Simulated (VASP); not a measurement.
# LaYF6 (P4/mmm) in VASP: a series of runs

Runs on LaYF6. Level: PBEsol. Tasks: single point, relaxation of cell and atoms.

Everything below comes from runs of VASP 6.6.1. Logs are shortened: lines on timing, memory, paths and dates and some standing lists are left out, and cuts for length are marked.

## Step 1: The cell of the first run

The structure is tetragonal, space group P4/mmm (No. 123). The conventional cell has a = 3.721 Å, b = 3.721 Å, c = 6.461 Å, α = 90.00°, β = 90.00°, γ = 90.00°. Within 3.3 Å of La (site symmetry 4/mmm) lie 14 F at 2.51 to 3.23 Å. Within 3.3 Å of F (site symmetry 4/mmm) lie 8 F at 2.42 Å and 4 Y at 2.63 Å and 2 La at 3.23 Å. F (site symmetry 4/mmm) has 8 F at 2.51 Å and 4 La at 2.63 Å and 2 Y at 3.23 Å within 3.3 Å. F (site symmetry 2mm) has 9 F at 2.42 to 3.08 Å and 2 Y at 2.42 Å and 2 La at 2.51 Å within 3.2 Å. Y (site symmetry 4/mmm) has 14 F at 2.42 to 3.23 Å within 3.3 Å.

## Step 2: Single point, PBEsol

Input file INCAR:

```
SYSTEM = LaYF6
PREC     = Accurate       ! precision mode
ENCUT    = 520            ! plane-wave cutoff, eV
EDIFF    = 1E-6           ! SCF threshold, eV
ISMEAR   = -1             ! smearing method
SIGMA    = 0.03           ! smearing width, eV
LREAL    = .FALSE.        ! projectors in reciprocal space
LASPH    = .TRUE.         ! aspherical terms in the spheres
NELM     = 100            ! most SCF steps
ALGO     = Normal         ! electronic algorithm
ISIF     = 2              ! what is computed and relaxed
LWAVE    = .FALSE.        ! write WAVECAR
LCHARG   = .TRUE.         ! write CHGCAR
GGA      = PS             ! functional
LELF     = .TRUE.         ! ELF
LVHAR    = .TRUE.       
NBANDS   = 42             ! bands
```

Input file KPOINTS:

```
regular mesh
0
G
  6 6 4
  0 0 0
```

Input file POSCAR:

```
LaYF6
1.0
    3.7212620295      0.0000000000      0.0000000000
    0.0000000000      3.7212620295      0.0000000000
    0.0000000000      0.0000000000      6.4606514023
La F Y
1 6 1
Direct
    0.5000000000      0.5000000000      0.5000000000
    0.5000000000      0.5000000000      0.0000000000
    0.0000000000      0.0000000000      0.5000000000
    0.0000000000      0.5000000000      0.2385784449
    0.5000000000      0.0000000000      0.7614215551
    0.5000000000      0.0000000000      0.2385784449
    0.0000000000      0.5000000000      0.7614215551
    0.0000000000      0.0000000000      0.0000000000
```

Potentials or basis: VASP PAW PBE potentials, release 64 (La, F, Y_sv).

On the command line:

```bash
$ cat potpaw_PBE.64/La/POTCAR potpaw_PBE.64/F/POTCAR potpaw_PBE.64/Y_sv/POTCAR > POTCAR
$ mpirun -np 1 vasp_std > vasp.out
```

OUTCAR:

```text
SYSTEM = LaYF6
   PREC = Accurate
   ENCUT = 520
   EDIFF = 1E-6
   ISMEAR = -1
   LREAL = .FALSE.
   LASPH = .TRUE.
   NELM = 100
   ISIF = 2
   GGA = PS

 ion  position               nearest neighbor table
   1  0.500  0.500  0.500-   4 2.51   5 2.51   6 2.51   7 2.51   5 2.51   6 2.51   4 2.51   7 2.51
                             3 2.63   3 2.63   3 2.63   3 2.63
   2  0.500  0.500  0.000-   8 2.63   8 2.63   8 2.63   8 2.63
   3  0.000  0.000  0.500-   1 2.63   1 2.63   1 2.63   1 2.63
   4  0.000  0.500  0.239-   8 2.42   8 2.42   1 2.51   1 2.51
   5  0.500  0.000  0.761-   8 2.42   8 2.42   1 2.51   1 2.51
   6  0.500  0.000  0.239-   8 2.42   8 2.42   1 2.51   1 2.51
   7  0.000  0.500  0.761-   8 2.42   8 2.42   1 2.51   1 2.51
   8  0.000  0.000  0.000-   4 2.42   5 2.42   6 2.42   7 2.42   4 2.42   7 2.42   5 2.42   6 2.42
                             2 2.63   2 2.63   2 2.63   2 2.63

  LATTYP: Found a simple tetragonal cell.
 ALAT       =     3.7212620295
 C/A-ratio  =     1.7361452516

  Lattice vectors:

 A1 = (   3.7212620295,   0.0000000000,   0.0000000000)
 A2 = (   0.0000000000,   3.7212620295,   0.0000000000)
 A3 = (   0.0000000000,   0.0000000000,   6.4606514023)

Analysis of symmetry for initial positions (statically):
=====================================================================
 Subroutine PRICEL returns:
 Original cell was already a primitive cell.

 Routine SETGRP: Setting up the symmetry group for a
 simple tetragonal supercell.

 Subroutine GETGRP returns: Found 16 space group operations
 (whereof 16 operations were pure point group operations)
 out of a pool of 16 trial point group operations.

The static configuration has the point symmetry D_4h.

Analysis of symmetry for dynamics (positions and initial velocities):
=====================================================================
 Subroutine PRICEL returns:
 Original cell was already a primitive cell.

 Routine SETGRP: Setting up the symmetry group for a
 simple tetragonal supercell.

 Subroutine GETGRP returns: Found 16 space group operations
 (whereof 16 operations were pure point group operations)
 out of a pool of 16 trial point group operations.

The dynamic configuration has the point symmetry D_4h.

 Subroutine INISYM returns: Found 16 space group operations
 (whereof 16 operations are pure point group operations),
 and found     1 'primitive' translations

----------------------------------------------------------------------------------------

                                     Primitive cell

  volume of cell :      89.4658

  direct lattice vectors                    reciprocal lattice vectors
     3.721262030  0.000000000  0.000000000     0.268726038  0.000000000  0.000000000
     0.000000000  3.721262030  0.000000000     0.000000000  0.268726038  0.000000000
     0.000000000  0.000000000  6.460651402     0.000000000  0.000000000  0.154783154

  length of vectors
     3.721262030  3.721262030  6.460651402     0.268726038  0.268726038  0.154783154

  position of ions in fractional coordinates (direct lattice)
     0.500000000  0.500000000  0.500000000
     0.500000000  0.500000000  0.000000000
     0.000000000  0.000000000  0.500000000
     0.000000000  0.500000000  0.238578445
     0.500000000  0.000000000  0.761421555
     0.500000000  0.000000000  0.238578445
     0.000000000  0.500000000  0.761421555
     0.000000000  0.000000000  0.000000000

  ion indices of the primitive-cell ions
   primitive index   ion index
                 1           1
                 2           2
                 3           3
                 4           4
                 5           5
                 6           6
                 7           7
                 8           8

----------------------------------------------------------------------------------------

 KPOINTS: regular mesh

Automatic generation of k-mesh.
 Grid dimensions read from file:
 generate k-points for:    6    6    4

 Generating k-lattice:

  Cartesian coordinates                     Fractional coordinates (reciprocal lattice)
     0.044787673  0.000000000  0.000000000     0.166666667  0.000000000  0.000000000
     0.000000000  0.044787673  0.000000000     0.000000000  0.166666667  0.000000000
     0.000000000  0.000000000  0.038695788     0.000000000  0.000000000  0.250000000

  Length of vectors
     0.044787673  0.044787673  0.038695788

  Shift w.r.t. Gamma in fractional coordinates (k-lattice)
     0.000000000  0.000000000  0.000000000

 Subroutine IBZKPT returns following result:
 ===========================================

 Found     30 irreducible k-points:

 Following reciprocal coordinates:
            Coordinates               Weight
  0.000000  0.000000  0.000000      1.000000
  0.166667  0.000000  0.000000      4.000000
  0.333333  0.000000  0.000000      4.000000
  0.500000  0.000000  0.000000      2.000000
  0.166667  0.166667  0.000000      4.000000
  0.333333  0.166667  0.000000      8.000000
[... 16 lines left out ...]
  0.333333  0.000000  0.500000      4.000000
  0.500000  0.000000  0.500000      2.000000
 [... further k-points ...]
   k-points           NKPTS =     30   k-points in BZ     NKDIM =     30   number of bands    NBANDS=     42
   number of dos      NEDOS =    301   number of ions     NIONS =      8
   total plane-waves  NPLWV =  37632
   dimension x,y,z NGX =    28 NGY =   28 NGZ =   48
   dimension x,y,z NGXF=    56 NGYF=   56 NGZF=   96
   ions per type =               1   6   1
   NGX,Y,Z   is equivalent  to a cutoff of  12.51, 12.51, 12.35 a.u.
   NGXF,Y,Z  is equivalent  to a cutoff of  25.02, 25.02, 24.70 a.u.
 SYSTEM =  LaYF6
   PREC   = accura    normal or accurate (medium, high low for compatibility)
   ISTART =      0    job   : 0-new  1-cont  2-samecut
   ICHARG =      2    charge: 1-file 2-atom 10-const
   ISPIN  =      1    spin polarized calculation?
   LNONCOLLINEAR =      F non collinear calculations
   LSORBIT =      F    spin-orbit coupling
   LASPH  =      T    aspherical Exc in radial PAW
   ENCUT  =  520.0 eV  38.22 Ry    6.18 a.u.   6.92  6.92 12.01*2*pi/ulx,y,z
   NELM   =    100;   NELMIN=  2; NELMDL= -5     # of ELM steps
   EDIFF  = 0.1E-05   stopping-criterion for ELM
   LREAL  =      F    real-space projection
   EDIFFG = 0.1E-04   stopping-criterion for IOM
   NSW    =      0    number of steps for IOM
   IBRION =     -1    ionic relax: 0-MD 1-quasi-New 2-CG
   NFREE  =      0    steps in history (QN), initial steepest desc. (CG)
   ISIF   =      2    stress and relaxation
   ISYM   =      2    0-nonsym 1-usesym 2-fastsym
   POTIM  = 0.5000    time-step for ionic-motion
   TEBEG  =    0.0;   TEEND  =   0.0 temperature during run
   PSTRESS=    0.0 pullay stress
   NELECT =      64.0000    total number of electrons
   NUPDOWN=      -1.0000    fix difference up-down
   EMIN   =  10.00;   EMAX   =-10.00  energy-range for DOS
   EFERMI =   0.00;   METHOD = LEGACY
   ISMEAR =    -1;   SIGMA  =   0.03  broadening in eV -4-tet -1-fermi 0-gaus
   EFERMI_NEDOS =   21; number of points for ismear=-14 and -15
   IALGO  =     38    algorithm
   IMIX   =      4    mixing-type and parameters
     AMIX     =   0.40;   BMIX     =  1.00
     AMIX_MAG =   1.60;   BMIX_MAG =  1.00
  volume/ion in A,a.u.               =      11.18        75.47
  Fermi-wavevector in a.u.,A,eV,Ry     =   1.464140  2.766823 29.166883  2.143705
  Thomas-Fermi vector in A             =   2.580151
   LORBIT       =      0    0 simple, 1 ext, 2 COOP (PROOUT), +10 PAW based schemes
   GGA     = PS    functional components
   LHFCALC =     F    Hartree Fock is set to
   AEXX    =    0.0000 exact exchange contribution
   IVDW    =     0    specifies the selected vdW correction
   LEPSILON=     F    determine dielectric tensor
   LRPA    =     F    only Hartree local field effects (RPA)
 non-spin polarized calculation
  energy-cutoff  :      520.00
  volume of cell :       89.47
 maximum number of plane-waves:      2436
 NGX is ok and might be reduce to    28
   NGX = 13   NGY = 13   NGZ = 25

 number of electron      63.9999923 magnetization

 Free energy of the ion-electron system (eV)
  ---------------------------------------------------
  ext. energy  EPLUGINS =         0.00000000
  ---------------------------------------------------
  free energy    TOTEN  =       -55.49138059 eV

  energy without entropy =      -55.49138059  energy(sigma->0) =      -55.49138059

 E-fermi :   4.4688     XC(G=0): -11.6732

 val. band max:        3.7752969519   @ k =   0.5000   0.5000   0.0000
 cond. band min:       8.4847179970   @ k =   0.0000   0.0000   0.0000
 fundamental gap:      4.7094210451
 Fermi energy:         4.4687513644

 k-point     1 :       0.0000    0.0000    0.0000
  band No.  band energies     occupation
      1     -36.7857      2.00000
      2     -26.1656      2.00000
      3     -18.8097      2.00000
      4     -18.1161      2.00000
      5     -17.2970      2.00000
      6     -17.1858      2.00000
[... 34 lines left out ...]
     41       9.2370      0.00000
     42       9.5834      0.00000

 k-point     2 :       0.1667    0.0000    0.0000
  band No.  band energies     occupation
      1     -36.7809      2.00000
      2     -26.1311      2.00000
      3     -18.7014      2.00000
      4     -18.2236      2.00000
      5     -17.5476      2.00000
      6     -17.2534      2.00000
[... 34 lines left out ...]
     41       9.4184      0.00000
     42      10.1140      0.00000

 k-point     3 :       0.3333    0.0000    0.0000
  band No.  band energies     occupation
      1     -36.7714      2.00000
      2     -26.0601      2.00000
      3     -18.4269      2.00000
      4     -18.4097      2.00000
      5     -17.9075      2.00000
      6     -17.4819      2.00000
[... 897 lines left out ...]
      4     -18.4496      2.00000
      5     -17.6354      2.00000
      6     -17.4712      2.00000
[... 34 lines left out ...]
     41      10.3839      0.00000
     42      10.6138      0.00000

 k-point    24 :       0.5000    0.0000    0.5000
  band No.  band energies     occupation
      1     -36.7666      2.00000
      2     -26.0229      2.00000
      3     -18.6285      2.00000
      4     -18.4005      2.00000
      5     -17.6623      2.00000
      6     -17.5448      2.00000
[... 34 lines left out ...]
     41      10.5649      0.00000
     42      10.8269      0.00000

 [... further k-points ...]
[... 5 lines left out ...]
  --------------------------------------------------------------------------------------
  -------------------------------------------------------------------------------------
  Total       -0.1869871     -0.1869871     -0.1956083      0.0000000      0.0000000      0.0000000
  in kB       -3.3486169     -3.3486169     -3.5030068      0.0000000      0.0000000      0.0000000
  external PRESSURE =      -3.4000802 kB  Pullay stress =       0.0000000 kB

 VOLUME and BASIS-vectors are now :
 -----------------------------------------------------------------------------
  energy-cutoff  :      520.00
  volume of cell :       89.47
      direct lattice vectors                 reciprocal lattice vectors
     3.721262030  0.000000000  0.000000000     0.268726038  0.000000000  0.000000000
     0.000000000  3.721262030  0.000000000     0.000000000  0.268726038  0.000000000
     0.000000000  0.000000000  6.460651402     0.000000000  0.000000000  0.154783154

 POSITION                                       TOTAL-FORCE (eV/Angst)
 -----------------------------------------------------------------------------------
      1.86063      1.86063      3.23033        -0.000000     -0.000000     -0.000000
      1.86063      1.86063      0.00000        -0.000000     -0.000000     -0.000000
      0.00000      0.00000      3.23033        -0.000000     -0.000000     -0.000000
      0.00000      1.86063      1.54137        -0.000000     -0.000000      0.012565
      1.86063      0.00000      4.91928         0.000000      0.000000     -0.012565
      1.86063      0.00000      1.54137        -0.000000      0.000000      0.012565
      0.00000      1.86063      4.91928         0.000000     -0.000000     -0.012565
      0.00000      0.00000      0.00000        -0.000000     -0.000000     -0.000000
 -----------------------------------------------------------------------------------
    total drift:                                0.000000      0.000000     -0.000000

  FREE ENERGIE OF THE ION-ELECTRON SYSTEM (eV)
  ---------------------------------------------------
  free  energy   TOTEN  =       -55.4913805900 eV

  energy  without entropy=      -55.4913805900  energy(sigma->0) =      -55.49138059
```

Run time: 89 s. Hardware: 1 thread of Intel Xeon Platinum 8488C (Sapphire Rapids), shared host; peak memory 0.26 GiB.

Results:

* Free energy: -55.4914 eV
* Pressure: -0.3 GPa
* Largest force: 0.013 eV/Å
* Band gap on the k mesh: 4.71 eV (least direct gap 4.93 eV)

Forces on the atoms (eV/Å):
```
La   0.000  0.000  0.000
F    0.000  0.000  0.000
F    0.000  0.000  0.000
F    0.000  0.000  0.013
F    0.000  0.000 -0.013
F    0.000  0.000  0.013
F    0.000  0.000 -0.013
Y    0.000  0.000  0.000
```

Caveat: the PAW data sets were made with another functional, which shifts forces and pressure a little; spin-orbit coupling is left out, which moves the levels of the heavy elements. A k mesh can miss the band edges.

## Step 3: Relaxation of cell and atoms, PBEsol

This run uses another cell than the first one, of 14.06 Å³/atom.

Input file INCAR:

```
PREC     = Accurate       # precision mode
ENCUT    = 600            # plane-wave cutoff, eV
EDIFF    = 1E-6           # SCF threshold, eV
ISMEAR   = -1             # smearing method
SIGMA    = 0.03           # smearing width, eV
LREAL    = F              # projectors in reciprocal space
LASPH    = T              # aspherical terms in the spheres
NELM     = 100            # most SCF steps
ALGO     = Normal         # electronic algorithm
ISIF     = 3              # what is computed and relaxed
LWAVE    = F              # write WAVECAR
LCHARG   = F              # write CHGCAR
GGA      = PS             # functional
IBRION   = 2              # ionic algorithm
NSW      = 100            # ionic steps
EDIFFG   = -0.01          # ionic threshold
```

Input file KPOINTS:

```
Automatic mesh
0
Gamma
  6 6 4
```

Input file POSCAR:

```
LaYF6
1.0
    3.6971444300      0.0000000000      0.0000000000
    0.0000000000      3.6971444300      0.0000000000
    0.0000000000      0.0000000000      8.2314481400
La F Y
1 6 1
Direct
    0.5000000000      0.5000000000      0.5000000000
    0.5000000000      0.5000000000      0.0000000000
    0.0000000000      0.0000000000      0.5000000000
    0.0000000000      0.5000000000      0.2510972600
    0.5000000000      0.0000000000      0.7489027400
    0.5000000000      0.0000000000      0.2510972600
    0.0000000000      0.5000000000      0.7489027400
    0.0000000000      0.0000000000      0.0000000000
```

Potentials or basis: VASP PAW PBE potentials, release 64 (La, F, Y_sv).

On the command line:

```bash
$ cat potpaw_PBE.64/La/POTCAR potpaw_PBE.64/F/POTCAR potpaw_PBE.64/Y_sv/POTCAR > POTCAR
$ mpirun -np 1 vasp_std > vasp.out
```

Wall time 22 min (1 thread of Intel Xeon Platinum 8488C (Sapphire Rapids), shared host); peak memory 0.37 GiB.

The run converged. Its results:

| Quantity | Value |
| --- | --- |
| Free energy | -55.5638 eV |
| Relaxed volume | 11.16 Å³/atom |
| Relaxed cell | a = 3.710 Å, b = 3.710 Å, c = 6.485 Å, α = 90.00°, β = 90.00°, γ = 90.00° |
| Space group after relaxing (to 0.1 Å) | P4/mmm (No. 123) |
| Energy gained by relaxing | 404.4 meV/atom |
| Ionic steps | 16 |
| Pressure after relaxing | -0.1 GPa |
| Largest force after relaxing | 0.008 eV/Å |
| Band gap on the k mesh | 4.69 eV (least direct gap 4.97 eV) |

Forces in eV/Å, atoms in the order of the input:
```
La   0.000  0.000  0.000
F    0.000  0.000  0.000
F    0.000  0.000  0.000
F    0.000  0.000 -0.008
F    0.000  0.000  0.008
F    0.000  0.000 -0.008
F    0.000  0.000  0.008
Y    0.000  0.000  0.000
```

The path:
```tsv
step	energy change (eV)	largest force (eV/Å)	pressure (GPa)	volume (Å³)
1	0.0000	0.3210	-19.31	112.51
2	-2.8763	0.8408	5.14	86.62
3	-2.8767	0.8305	4.51	86.95
4	-3.1626	0.3187	0.66	88.79
5	-3.2230	0.1229	-2.05	90.41
6	-3.2244	0.0644	-1.68	90.19
7	-3.2244	0.0482	-1.56	90.13
8	-3.2322	0.0504	0.82	88.70
9	-3.2327	0.0501	0.33	88.97
10	-3.2343	0.0167	0.20	89.08
11	-3.2348	0.0107	0.08	89.17
12	-3.2348	0.0192	0.10	89.19
13	-3.2347	0.0358	-0.05	89.24
14	-3.2348	0.0229	0.05	89.20
15	-3.2348	0.0219	0.04	89.20
16	-3.2349	0.0083	-0.07	89.26
```

Final structure:
```
La F Y
1.0
     3.71014    0.00000    0.00000
     0.00000    3.71014    0.00000
     0.00000    0.00000    6.48467
La F Y
1 6 1
Direct
  0.50000 0.50000 0.50000
  0.50000 0.50000 0.00000
  0.00000 0.00000 0.50000
  0.00000 0.50000 0.23889
  0.50000 0.00000 0.76111
  0.50000 0.00000 0.23889
  0.00000 0.50000 0.76111
  0.00000 0.00000 0.00000
```

Levels at points of the mesh, in eV from the valence-band top:
| k point | band 28 | band 29 | band 30 | band 31 | band 32 | band 33 | band 34 | band 35 | band 36 | band 37 |
| --- | --- | --- | --- | --- | --- | --- | --- | --- | --- | --- |
| (0.00, 0.00, 0.00) | -1.48 | -1.48 | -0.70 | -0.70 | -0.39 | 4.69 | 5.18 | 5.19 | 5.28 | 5.38 |
| (0.50, 0.00, 0.00) | -1.85 | -0.97 | -0.95 | -0.87 | -0.20 | 4.91 | 5.19 | 5.23 | 5.24 | 5.29 |
| (0.50, 0.50, 0.00) | -1.67 | -1.01 | -0.70 | -0.70 | 0.00 | 4.97 | 4.97 | 5.26 | 5.30 | 5.43 |
| (0.00, 0.00, 0.50) | -1.45 | -1.45 | -0.94 | -0.94 | -0.78 | 5.15 | 5.17 | 5.23 | 5.36 | 5.36 |
| (0.50, 0.00, 0.50) | -1.86 | -1.25 | -1.24 | -0.92 | -0.23 | 4.92 | 5.20 | 5.21 | 5.24 | 5.29 |
| (0.50, 0.50, 0.50) | -1.70 | -1.12 | -1.00 | -1.00 | -0.11 | 4.98 | 4.98 | 5.22 | 5.29 | 5.41 |

Caveat: the volume moved by over 15 % at a fixed basis, so the end points are rough; the PAW data sets were made with another functional, which shifts forces and pressure a little; spin-orbit coupling is left out, which moves the levels of the heavy elements. A k mesh can miss the band edges.
